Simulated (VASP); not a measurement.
# Fe2Ge (P6_3/mmc) in VASP: further runs, part 2 of 2

VASP 6.6.1. The steps go on from the part before.

### Step 4. Single point, PBEsol, collinear spin, ferromagnetic start

This run uses another cell than the first one, of 12.35 Å³/atom.

Input file INCAR:

```
SYSTEM = Fe2Ge
PREC = Accurate
ENCUT = 520
EDIFF = 1E-7
ISMEAR = 0
SIGMA = 0.1
LREAL = .False.
LASPH = .True.
NELM = 150
ALGO = Normal
ISIF = 2
LWAVE = .False.
LCHARG = .True.
ISPIN = 2
MAGMOM = 2.4 2.4 2.4 2.4 0 0
LORBIT = 11
LMAXMIX = 4
GGA = PS
LELF = .True.
LVHAR = .True.
NBANDS = 43
```

Input file KPOINTS:

```
Automatic mesh
0
Gamma
  8 8 6
  0 0 0
```

Input file POSCAR:

```
Fe2Ge
1.0
    4.1328700000      0.0000000000      0.0000000000
   -2.0664300000      3.5791700000      0.0000000000
    0.0000000000      0.0000000000      5.0087500000
Fe Ge
4 2
Direct
    0.0000000000      0.0000000000      0.0000000000
    0.0000000000      0.0000000000      0.5000000000
    0.6666666667      0.3333333333      0.7500000000
    0.3333333333      0.6666666667      0.2500000000
    0.6666666667      0.3333333333      0.2500000000
    0.3333333333      0.6666666667      0.7500000000
```

Potentials or basis: VASP PAW PBE potentials, release 64 (Fe, Ge_d).

The run is started by

```
$ cat potpaw_PBE.64/Fe/POTCAR potpaw_PBE.64/Ge_d/POTCAR > POTCAR
$ mpirun -np 1 vasp_std > vasp.out
```

OUTCAR:

```text
SYSTEM = Fe2Ge
   PREC = Accurate
   ENCUT = 520
   EDIFF = 1E-7
   ISMEAR = 0
   LREAL = .False.
   LASPH = .True.
   NELM = 150
   ISIF = 2
   ISPIN = 2
   LORBIT = 11
   GGA = PS

 ion  position               nearest neighbor table
   1  0.000  0.000  0.000-   2 2.50   2 2.50   4 2.69   5 2.69   6 2.69   3 2.69   4 2.69   6 2.69
                             3 2.69   5 2.69   3 2.69   5 2.69   4 2.69   6 2.69
   2  0.000  0.000  0.500-   1 2.50   1 2.50   4 2.69   5 2.69   6 2.69   3 2.69   4 2.69   6 2.69
                             3 2.69   5 2.69   3 2.69   5 2.69   4 2.69   6 2.69
   3  0.667  0.333  0.750-   6 2.39   6 2.39   6 2.39   5 2.50   5 2.50   1 2.69   2 2.69   1 2.69
                             2 2.69   1 2.69   2 2.69
   4  0.333  0.667  0.250-   5 2.39   5 2.39   5 2.39   6 2.50   6 2.50   1 2.69   2 2.69   2 2.69
                             1 2.69   2 2.69   1 2.69
   5  0.667  0.333  0.250-   4 2.39   4 2.39   4 2.39   3 2.50   3 2.50   1 2.69   2 2.69   1 2.69
                             2 2.69   1 2.69   2 2.69
   6  0.333  0.667  0.750-   3 2.39   3 2.39   3 2.39   4 2.50   4 2.50   1 2.69   2 2.69   2 2.69
                             1 2.69   2 2.69   1 2.69

  LATTYP: Found a hexagonal cell.
 ALAT       =     4.1328700000
 C/A-ratio  =     1.2119302083

  Lattice vectors:

 A1 = (   4.1328700000,   0.0000000000,   0.0000000000)
 A2 = (  -2.0664300000,   3.5791700000,   0.0000000000)
 A3 = (   0.0000000000,   0.0000000000,   5.0087500000)

Analysis of symmetry for initial positions (statically):
=====================================================================
 Subroutine PRICEL returns:
 Original cell was already a primitive cell.

 Routine SETGRP: Setting up the symmetry group for a
 hexagonal supercell.

 Subroutine GETGRP returns: Found 24 space group operations
 (whereof 12 operations were pure point group operations)
 out of a pool of 24 trial point group operations.

The static configuration has the point symmetry D_3d.
 The point group associated with its full space group is D_6h.

Analysis of symmetry for dynamics (positions and initial velocities):
=====================================================================
 Subroutine PRICEL returns:
 Original cell was already a primitive cell.

 Routine SETGRP: Setting up the symmetry group for a
 hexagonal supercell.

 Subroutine GETGRP returns: Found 24 space group operations
 (whereof 12 operations were pure point group operations)
 out of a pool of 24 trial point group operations.

The dynamic configuration has the point symmetry D_3d.
 The point group associated with its full space group is D_6h.

Analysis of structural, dynamic, and magnetic symmetry:
=====================================================================
 Subroutine PRICEL returns:
 Original cell was already a primitive cell.

 Routine SETGRP: Setting up the symmetry group for a
 hexagonal supercell.

 Subroutine GETGRP returns: Found 24 space group operations
 (whereof 12 operations were pure point group operations)
 out of a pool of 24 trial point group operations.

The overall configuration has the point symmetry D_3d.
 The point group associated with its full space group is D_6h.

 Subroutine INISYM returns: Found 24 space group operations
 (whereof 12 operations are pure point group operations),
 and found     1 'primitive' translations

----------------------------------------------------------------------------------------

                                     Primitive cell

[... 108 lines left out ...]
   PSTRESS=    0.0 pullay stress
   NELECT =      60.0000    total number of electrons
   NUPDOWN=      -1.0000    fix difference up-down
   EMIN   =  10.00;   EMAX   =-10.00  energy-range for DOS
   EFERMI =   0.00;   METHOD = LEGACY
   ISMEAR =     0;   SIGMA  =   0.10  broadening in eV -4-tet -1-fermi 0-gaus
   EFERMI_NEDOS =   21; number of points for ismear=-14 and -15
   IALGO  =     38    algorithm
   IMIX   =      4    mixing-type and parameters
     AMIX     =   0.40;   BMIX     =  1.00
     AMIX_MAG =   1.60;   BMIX_MAG =  1.00
  volume/ion in A,a.u.               =      12.35        83.33
  Fermi-wavevector in a.u.,A,eV,Ry     =   1.525940  2.883608 31.681066  2.328493
  Thomas-Fermi vector in A             =   2.634042
   LORBIT       =     11    0 simple, 1 ext, 2 COOP (PROOUT), +10 PAW based schemes
   GGA     = PS    functional components
   LHFCALC =     F    Hartree Fock is set to
   AEXX    =    0.0000 exact exchange contribution
   IVDW    =     0    specifies the selected vdW correction
   LEPSILON=     F    determine dielectric tensor
   LRPA    =     F    only Hartree local field effects (RPA)
 spin polarized calculation
 Gauss-broadening in eV      SIGMA  =   0.10
  energy-cutoff  :      520.00
  volume of cell :       74.09
 maximum number of plane-waves:      2034
 NGX is ok and might be reduce to    32
   NGX = 15   NGY = 15   NGZ = 19

 number of electron      60.0000014 magnetization       7.6160820

 Free energy of the ion-electron system (eV)
  ---------------------------------------------------
  ext. energy  EPLUGINS =         0.00000000
  ---------------------------------------------------
  free energy    TOTEN  =       -46.02907851 eV

  energy without entropy =      -46.00048343  energy(sigma->0) =      -46.01478097

 E-fermi :   7.5343     XC(G=0): -13.1135

 val. band max:        7.5281781968   @ k =   0.2500   0.0000   0.3333
 cond. band min:       7.5432124146   @ k =   0.2500   0.2500   0.0000
 fundamental gap:      0.0150342178
 Fermi energy:         7.5342536384

 spin component 1

 k-point     1 :       0.0000    0.0000    0.0000
  band No.  band energies     occupation
      1     -17.0536      1.00000
      2     -17.0470      1.00000
      3     -17.0234      1.00000
      4     -17.0234      1.00000
      5     -17.0037      1.00000
      6     -17.0037      1.00000
[... 1069 lines left out ...]
     41      15.5100      0.00000
     42      16.0302      0.00000

 [... further k-points ...]

 spin component 2

 k-point     1 :       0.0000    0.0000    0.0000
  band No.  band energies     occupation
      1     -17.0672      1.00000
      2     -17.0606      1.00000
      3     -17.0414      1.00000
      4     -17.0414      1.00000
      5     -17.0163      1.00000
      6     -17.0163      1.00000
[... 1069 lines left out ...]
     41      15.9191      0.00000
     42      16.4457      0.00000

 [... further k-points ...]

 [bands above 42 left out]

------------------------ aborting loop because EDIFF is reached ----------------------------------------

  FORCE on cell =-STRESS in cart. coord.  units (eV):
  Direction    XX          YY          ZZ          XY          YZ          ZX
  --------------------------------------------------------------------------------------
  -------------------------------------------------------------------------------------
  Total       -4.1095321     -4.1095311     -4.0097436     -0.0000057     -0.0000000      0.0000000
  in kB      -88.8667976    -88.8667772    -86.7089173     -0.0001241     -0.0000000      0.0000000
  external PRESSURE =     -88.1474974 kB  Pullay stress =       0.0000000 kB

 VOLUME and BASIS-vectors are now :
 -----------------------------------------------------------------------------
  energy-cutoff  :      520.00
  volume of cell :       74.09
      direct lattice vectors                 reciprocal lattice vectors
     4.132870000  0.000000000  0.000000000     0.241962607  0.139696854  0.000000000
    -2.066430000  3.579170000  0.000000000     0.000000000  0.279394385  0.000000000
     0.000000000  0.000000000  5.008750000     0.000000000  0.000000000  0.199650611

 POSITION                                       TOTAL-FORCE (eV/Angst)
 -----------------------------------------------------------------------------------
      0.00000      0.00000      0.00000        -0.000000     -0.000000      0.000000
      0.00000      0.00000      2.50438        -0.000000     -0.000000      0.000000
      2.06644      1.19306      3.75656        -0.000000      0.000000      0.000000
      0.00000      2.38611      1.25219        -0.000000     -0.000000      0.000000
      2.06644      1.19306      1.25219         0.000000      0.000000      0.000000
      0.00000      2.38611      3.75656        -0.000000      0.000000      0.000000
 -----------------------------------------------------------------------------------
    total drift:                                0.000000     -0.000000      0.000000

  FREE ENERGIE OF THE ION-ELECTRON SYSTEM (eV)
  ---------------------------------------------------
  free  energy   TOTEN  =       -46.0290785080 eV

  energy  without entropy=      -46.0004834272  energy(sigma->0) =      -46.01478097

 total charge

# of ion       s       p       d       tot
------------------------------------------
    1        0.392   0.472   6.259   7.123
    2        0.392   0.472   6.259   7.123
    3        0.419   0.487   6.476   7.382
    4        0.419   0.487   6.476   7.382
    5        1.087   1.307  10.109  12.502
    6        1.087   1.307  10.109  12.502
--------------------------------------------------
tot          3.795   4.531  45.687  54.013

 magnetization (x)

# of ion       s       p       d       tot
------------------------------------------
    1       -0.001   0.002   2.396   2.397
    2       -0.001   0.002   2.396   2.397
    3        0.009  -0.001   1.482   1.489
    4        0.009  -0.001   1.482   1.489
    5       -0.006  -0.081   0.004  -0.084
    6       -0.006  -0.081   0.004  -0.084
--------------------------------------------------
tot          0.003  -0.162   7.764   7.606
```

It took 2.8 min on 1 thread of Intel Xeon 6975P-C (Granite Rapids), shared host; peak memory 0.33 GiB.

What came out:

| Property | Result |
| --- | --- |
| Free energy | -46.0291 eV |
| Pressure | -8.8 GPa |
| Net moment | 7.62 μB per cell |
| Site moments | Fe +2.40, +1.49 (each value once); Ge -0.08 μB |
| Valence electrons inside the program's atomic spheres | Fe 7.12, 7.38 (each value once); Ge 12.50 |

Stress tensor (GPa, compression positive):
```
-8.89  0.00  0.00
 0.00 -8.89  0.00
 0.00  0.00 -8.67
```

Caveat: the cell stands under tension; the PAW data sets were made with another functional, which shifts forces and pressure a little.

### Step 5. Overview

```csv
cell,gap on the mesh (eV),pressure (GPa),moment (μB)
"a = 4.292, b = 4.292, c = 5.202 Å, angles 90.0, 90.0, 120.0°, 6 atoms",none,-19.5,9.11
"a = 4.077, b = 4.077, c = 4.941 Å, angles 90.0, 90.0, 120.0°, 6 atoms",none,-2.6,7.15
"a = 4.133, b = 4.133, c = 5.009 Å, angles 90.0, 90.0, 120.0°, 6 atoms",none,-8.8,7.62
```

Alike in all rows: task single point; level PBEsol; potentials or basis VASP PAW PBE potentials, release 64 (Fe, Ge_d); spin collinear, ferromagnetic start; k mesh 8 × 8 × 6; cutoff (eV) 520; smearing gaussian 0.1 eV.

Caveats: the PAW data sets were made with another functional, which shifts forces and pressure a little; the cell stands under tension (at least some runs).

Absolute energies hang on the potentials; compare differences alone.
